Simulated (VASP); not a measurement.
Pt:

```
Pt
1.0
     2.77405    0.00000    0.00000
    -1.38702    2.40239    0.00000
     0.00000    0.00000    9.06004
Pt
4
Direct
  0.00000 0.00000 0.00000
  0.00000 0.00000 0.50000
  0.33333 0.66667 0.25000
  0.66667 0.33333 0.75000
```

This isn't the form of Pt at room conditions, which is fcc.

| Property | Result |
| --- | --- |
| Program | VASP 6.6.1 |
| Task | relaxation of cell and atoms |
| Functional | revPBE |
| Potentials or basis | VASP PAW PBE potentials, release 64 (Pt) |
| Cutoff | 600 eV |
| k mesh | 13 × 13 × 4 |
| Occupations | fermi-dirac, width 0.1 eV |
| Spin | no spin polarisation |

At the start: pressure 13.5 GPa; volume 15.09 Å³/atom.

Question: How do energy, volume and symmetry change on relaxing?

Answer: Over 10 steps the energy falls by 33.0 meV/atom and the volume is 15.88 Å³/atom (+5.2 %); space group P6_3/mmc (No. 194, to 0.1 Å) before and after.

Step by step:
```csv
step,energy change (eV),largest force (eV/Å),pressure (GPa),volume (Å³)
1,0.0000,0.0000,13.46,60.38
2,0.5109,0.0000,-20.63,72.14
3,-0.1265,0.0000,-0.70,63.70
4,-0.1268,0.0000,-0.18,63.55
5,-0.1268,0.0000,0.05,63.49
6,-0.1309,0.0000,0.15,63.46
7,-0.1321,0.0000,0.28,63.43
8,-0.1321,0.0000,0.28,63.43
9,-0.1318,0.0000,-0.69,63.69
10,-0.1322,0.0000,0.01,63.51
```

Final structure:
```
CELL_PARAMETERS angstrom
2.80071 0.00000 0.00000
-1.40035 2.42548 0.00000
0.00000 0.00000 9.34924
ATOMIC_POSITIONS crystal
Pt 0.00000 0.00000 0.00000
Pt 0.00000 0.00000 0.50000
Pt 0.33333 0.66667 0.25000
Pt 0.66667 0.33333 0.75000
```

Caveat: the highest band is partly filled, so the run has too few bands; the PAW data sets were made with another functional, which shifts forces and pressure a little.
